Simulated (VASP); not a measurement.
A run of VASP 6.6.1 is set up as follows.

File INCAR:

```
PREC = Accurate ; ENCUT = 600
EDIFF = 1E-6 ; ISMEAR = 0
SIGMA = 0.15 ; LREAL = False
LASPH = True ; NELM = 120
ALGO = Normal ; ISIF = 2
LWAVE = False ; LCHARG = False
GGA = PS ; NBANDS = 46
GGA_COMPAT = False
```

File KPOINTS:

```
Automatic mesh
0
Gamma
  10 8 8
```

The input POSCAR:

```
AlCu3
1.0
   -3.6318704092      0.0000000000      0.0000000000
    0.0000000000      3.6318704092      3.6318704092
    0.0000000000      3.6318704092     -3.6318704092
Al Cu
2 6
Direct
    0.0000000000      0.0000000000      0.0000000000
    0.0000000000      0.5000000000      0.5000000000
    0.5000000000      0.7500000000      0.7500000000
    0.5000000000      0.2500000000      0.2500000000
    0.5000000000      0.2500000000      0.7500000000
    0.5000000000      0.7500000000      0.2500000000
    1.0000000000      0.5000000000      0.0000000000
    1.0000000000      0.0000000000      0.5000000000
```

Potentials or basis: VASP PAW PBE potentials, release 64 (Al, Cu).

The run is started by

```console
$ cat potpaw_PBE.64/Al/POTCAR potpaw_PBE.64/Cu/POTCAR > POTCAR
$ mpirun -np 1 vasp_std > vasp.out
```

Task: What does it give for the band gap on the k mesh?

Result: Zero (bands 36 and 37 overlap by 5.02 eV).

Task: Predict the pressure.

Result: 0.6 GPa.

Caveat: the PAW data sets were made with another functional, which shifts forces and pressure a little.
